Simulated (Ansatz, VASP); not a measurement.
**BC7 in VASP and in Ansatz**

```
C B
1.0
     3.62015    0.00000    0.00000
     0.00000    3.62015    0.00000
     0.00000    0.00000    3.62015
C B
7 1
Cartesian
  0.9223 0.9223 1.0223
  0.9223 2.6978 2.6978
  2.6978 0.9223 2.6978
  2.6978 2.6978 0.9223
  1.8101 0.0000 1.8101
  1.8101 1.8101 0.0000
  0.0000 1.8101 1.8101
  0.0000 0.0000 0.0000
```

Alike in both runs: task single point; functional PBE; k mesh 9 × 9 × 9; occupations gaussian, width 0.02 eV; no spin polarisation.

|  | VASP | Ansatz |
| --- | --- | --- |
| version | VASP 6.6.1 | Ansatz 0.2.0 |
| potentials or method | VASP PAW PBE potentials, release 64 (C, B), cutoff 520 eV | scalar-relativistic, plane waves, PAW |
| valence electrons in the cell | 31 | 31 |

|  | VASP | Ansatz | Ansatz less VASP |
| --- | --- | --- | --- |
| pressure (GPa) | 1.2 | 0.6 | -0.54 |
| traceless stress, the component that is largest in VASP (GPa) | -1.43 | -1.36 | +0.070 |
| rms of the force components (eV/Å) | 0.766 | 0.760 | -0.0053 |

Atom by atom the forces differ by 0.007 eV/Å (rms over components). Ansatz's warnings: stress scf threshold loose.
